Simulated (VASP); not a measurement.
Wanted: the native input for a VASP 6.6.1 run.

```
Task                   : single point
Functional             : PBE
Potentials or basis    : VASP PAW PBE potentials, release 64 (Si, C)
Cutoff                 : 520 eV
k mesh                 : 9 × 9 × 4
Occupations            : fermi-dirac, width 0.02 eV
Spin                   : no spin polarisation
Dipole correction      : no
Further INCAR settings : ALGO = Normal; EDIFF = 1e-06; NBANDS = 16
```

The structure of SiC lies in POSCAR:

```
SiC
1.0
    3.1648622694      0.0000000000      0.0000000000
   -1.5824311347      2.7408511248      0.0000000000
    0.0000000000      0.0000000000      4.8701421962
Si C
2 2
Direct
    0.3333333333      0.6666666667      0.2500000000
    0.6666666667      0.3333333333      0.7500000000
    0.6666666667      0.3333333333      0.2500000000
    0.3333333333      0.6666666667      0.7500000000
```

One way to write it, as run:

INCAR

```
SYSTEM = SiC
ALGO     = Normal         ! electronic algorithm
EDIFF    = 1E-6           ! SCF threshold, eV
ENCUT    = 520            ! plane-wave cutoff, eV
GGA      = PE             ! functional
ISIF     = 2              ! what is computed and relaxed
ISMEAR   = -1             ! smearing method
LASPH    = .TRUE.         ! aspherical terms in the spheres
LCHARG   = .FALSE.        ! write CHGCAR
LREAL    = .FALSE.        ! projectors in reciprocal space
LWAVE    = .FALSE.        ! write WAVECAR
NBANDS   = 16             ! bands
NELM     = 80             ! most SCF steps
PREC     = Accurate       ! precision mode
SIGMA    = 0.02           ! smearing width, eV
```

KPOINTS

```
k-points
0
G
  9 9 4
  0 0 0
```

Potentials or basis: VASP PAW PBE potentials, release 64 (Si, C).

Command:

```sh
$ cat potpaw_PBE.64/Si/POTCAR potpaw_PBE.64/C/POTCAR > POTCAR
$ mpirun -np 1 vasp_std > vasp.out
```

It gave:

```yaml
Pressure: 0.1 GPa
Band_gap_on_the_k_mesh: zero (band 8 reaches 10.38 eV, above the bottom of band 9 at 10.01 eV)
```

Wall time 10 s on 1 thread of Intel(R) Xeon(R) Platinum 8488C (Sapphire Rapids), on a shared host, peak memory 0.15 GiB.
